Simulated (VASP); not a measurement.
A run of VASP 6.6.1:

POSCAR

```
BN
1.0
    2.5134448758      0.0000000000      0.0000000000
   -1.2567224379      2.1767071135      0.0000000000
    0.0000000000      0.0000000000      6.8515030050
B N
2 2
Direct
    0.3333333333      0.6666666667      0.2500000000
    0.6666666667      0.3333333333      0.7500000000
    0.3333333333      0.6666666667      0.7500000000
    0.6666666667      0.3333333333      0.2500000000
```

File INCAR.step1:

```
SYSTEM = BN
ALGO = Normal
EDIFF = 1E-4
ENCUT = 520
GGA = PE
ISMEAR = 0
LASPH = .TRUE.
LCHARG = .FALSE.
LREAL = .FALSE.
LWAVE = .TRUE.
NBANDS = 16
NELM = 100
PREC = Accurate
SIGMA = 0.01
```

The input INCAR.step2:

```
SYSTEM = BN
ALGO = Normal
EDIFF = 1E-7
ENCUT = 520
ISIF = 2
ISMEAR = 0
ISTART = 1
LASPH = .TRUE.
LCHARG = .FALSE.
LMIXTAU = .TRUE.
LREAL = .FALSE.
LWAVE = .FALSE.
METAGGA = R2SCAN
NBANDS = 16
NELM = 100
PREC = Accurate
SIGMA = 0.01
```

KPOINTS

```
k-points
0
G
  10 10 4
  0 0 0
```

Potentials or basis: VASP PAW PBE potentials, release 64 (B, N).

Command:

```console
$ cat potpaw_PBE.64/B/POTCAR potpaw_PBE.64/N/POTCAR > POTCAR
$ cp INCAR.step1 INCAR
$ mpirun -np 1 vasp_std > vasp.out
$ cp INCAR.step2 INCAR
$ mpirun -np 1 vasp_std > vasp.out
```

Hardware: 1 thread of Intel(R) Xeon(R) Platinum 8488C (Sapphire Rapids), with other jobs on the host.

Problem. Estimate the wall time of this run.

Solution. Run time: 76 s on 1 thread of Intel(R) Xeon(R) Platinum 8488C (Sapphire Rapids) (shared host), peak memory 0.16 GiB. Counts: k points 42.
